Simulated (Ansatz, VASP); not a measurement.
**Ti8Al23: VASP beside Ansatz**

```
Ti Al
1.0
     7.68950    0.00000    0.00000
     0.00000    7.68950    0.00000
     0.00000    0.00000    8.62372
Ti Al
8 23
Direct
  0.98710 0.00003 0.99496
  0.25024 0.26315 0.50529
  0.00492 0.50003 0.99939
  0.25025 0.73693 0.50528
  0.51340 0.00004 0.99495
  0.75026 0.24540 0.50085
  0.49558 0.50004 0.99939
  0.75023 0.75468 0.50085
  0.01064 0.00003 0.49233
  0.25025 0.23961 0.00792
  0.00794 0.24235 0.25012
  0.25024 0.00003 0.75012
  0.00018 0.25011 0.75012
  0.49253 0.24232 0.25012
  0.99355 0.50004 0.49782
  0.25025 0.76047 0.00793
  0.00795 0.75775 0.25012
  0.25026 0.50004 0.75371
  0.00015 0.74995 0.75012
  0.25024 0.50003 0.25002
  0.48987 0.00006 0.49233
  0.75025 0.25676 0.00242
  0.75024 0.00005 0.74653
  0.50033 0.25012 0.75012
  0.75025 0.00004 0.25022
  0.50694 0.50004 0.49781
  0.75024 0.74332 0.00242
  0.49256 0.75774 0.25012
  0.75024 0.50003 0.75012
  0.50032 0.74998 0.75013
  0.75024 0.50002 0.25013
```

Alike in both runs: functional PBE; k mesh 1 × 1 × 1; occupations methfessel-paxton of order 1, width 0.1 eV; no spin polarisation.

Ansatz relaxed the structure, and its values are those at the end. VASP's run is a single point on that final structure, the one shown.

|  | VASP | Ansatz |
| --- | --- | --- |
| version | VASP 6.6.1 | Ansatz 0.2.0 |
| potentials or method | VASP PAW PBE potentials, release 64 (Ti_sv, Al), cutoff 520 eV | plane-wave PAW DFT |
| valence electrons in the cell | 165 | 165 |

VASP gave:

- rms of the force components (eV/Å): 0.004

Task: Estimate Ansatz's values.

Result: rms of the force components (eV/Å): 0.001.
